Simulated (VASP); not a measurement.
A run of VASP 6.6.1 is set up as follows.

The input INCAR:

```
  ALGO = Normal
  EDIFF = 1E-7
  ENCUT = 520
  GGA = PE
  ISIF = 2
  ISMEAR = 0
  LASPH = True
  LCHARG = False
  LREAL = False
  LWAVE = False
  NBANDS = 26
  NELM = 80
  PREC = Accurate
  SIGMA = 0.1
```

File KPOINTS:

```
k-points
0
Gamma
  4 4 6
```

POSCAR

```
AlN
1.0
    5.3285990995      0.0000000000      0.0000000000
    0.0000000000      5.3285990995      0.0000000000
    0.0000000000      0.0000000000      3.1217719483
Al N
4 4
Direct
    0.6769562196      0.6769562196      0.0000000000
    0.1769562196      0.8230437804      0.5000000000
    0.8230437804      0.1769562196      0.5000000000
    0.3230437804      0.3230437804      0.0000000000
    0.8153780411      0.8153780411      0.5000000000
    0.1846219589      0.1846219589      0.5000000000
    0.6846219589      0.3153780411      0.0000000000
    0.3153780411      0.6846219589      0.0000000000
```

Potentials or basis: VASP PAW PBE potentials, release 64 (Al, N).

Run with:

```sh
$ cat potpaw_PBE.64/Al/POTCAR potpaw_PBE.64/N/POTCAR > POTCAR
$ mpirun -np 1 vasp_std > vasp.out
```

Q: Predict the band gap on the k mesh.

A: 3.75 eV.

Q: Estimate the pressure.

A: -0.2 GPa.
